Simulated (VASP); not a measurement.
Input of a VASP 6.6.1 run:

File INCAR:

```
SYSTEM = BN
PREC     = Accurate       ! precision mode
ENCUT    = 520            ! plane-wave cutoff, eV
EDIFF    = 1E-6           ! SCF threshold, eV
ISMEAR   = 0              ! smearing method
SIGMA    = 0.05           ! smearing width, eV
LREAL    = .FALSE.        ! projectors in reciprocal space
LASPH    = .TRUE.         ! aspherical terms in the spheres
NELM     = 100            ! most SCF steps
ALGO     = Normal         ! electronic algorithm
ISIF     = 2              ! what is computed and relaxed
LWAVE    = .FALSE.        ! write WAVECAR
LCHARG   = .FALSE.        ! write CHGCAR
GGA      = PE             ! functional
NBANDS   = 11             ! bands
```

KPOINTS

```
regular mesh
0
G
  12 12 12
  0 0 0
```

File POSCAR:

```
BN
1.0
   -0.2718590671      1.6855262161      1.8123937807
    1.8123937807     -0.2718590671      1.8123937807
    1.5405347136      1.4136671489      0.0000000000
B N
1 1
Direct
    0.0000000000      0.0000000000      0.0000000000
    0.7500000000      0.7500000000      0.7500000000
```

Potentials or basis: VASP PAW PBE potentials, release 64 (B, N).

Run with:

```console
$ cat potpaw_PBE.64/B/POTCAR potpaw_PBE.64/N/POTCAR > POTCAR
$ mpirun -np 1 vasp_std > vasp.out
```

Problem. Predict the band gap on the k mesh.

Solution. 0.04 eV (least direct gap 2.40 eV).

Problem. What does it give for the pressure?

Solution. 85.6 GPa.

Stress tensor (GPa, compression positive):
```
 94.73 188.81   0.00
188.81 123.78   0.00
  0.00   0.00  38.22
```

Caveat: the cell differs from its parent crystal (engineering shear strain xz -0.3000, normal strain along z -0.0700); the cell stands under pressure; forces of over 1 eV/Å act on the atoms, so gaps and moduli don't describe the material at rest. A k mesh can miss the band edges.
